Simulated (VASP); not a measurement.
Here is a VASP 6.6.1 calculation.

The input INCAR:

```
PREC = Accurate ; ENCUT = 600
EDIFF = 1E-6 ; ISMEAR = 0
SIGMA = 0.01 ; LREAL = F
LASPH = T ; NELM = 120
ALGO = Normal ; ISIF = 2
LWAVE = F ; LCHARG = T
GGA = PS ; LELF = T
LVHAR = T ; NBANDS = 11
GGA_COMPAT = F
```

File KPOINTS:

```
Automatic mesh
0
Gamma
  8 8 8
```

File POSCAR:

```
BN
1.0
    0.0000000000      1.7458259350      1.7458259350
    1.7458259350      0.0000000000      1.7458259350
    1.7458259350      1.7458259350      0.0000000000
B N
1 1
Direct
    0.0000000000      0.0000000000      0.0000000000
    0.5000000000      0.5000000000      0.5000000000
```

Potentials or basis: VASP PAW PBE potentials, release 64 (B, N).

The run is started by

```bash
$ cat potpaw_PBE.64/B/POTCAR potpaw_PBE.64/N/POTCAR > POTCAR
$ mpirun -np 1 vasp_std > vasp.out
```

Q: Estimate the band gap on the k mesh.

A: 1.37 eV, indirect (least direct gap 5.83 eV).

Q: Predict the pressure.

A: -3.0 GPa.

Caveat: the PAW data sets were made with another functional, which shifts forces and pressure a little. PBEsol gaps usually lie below the measured ones, often by a third to a half.
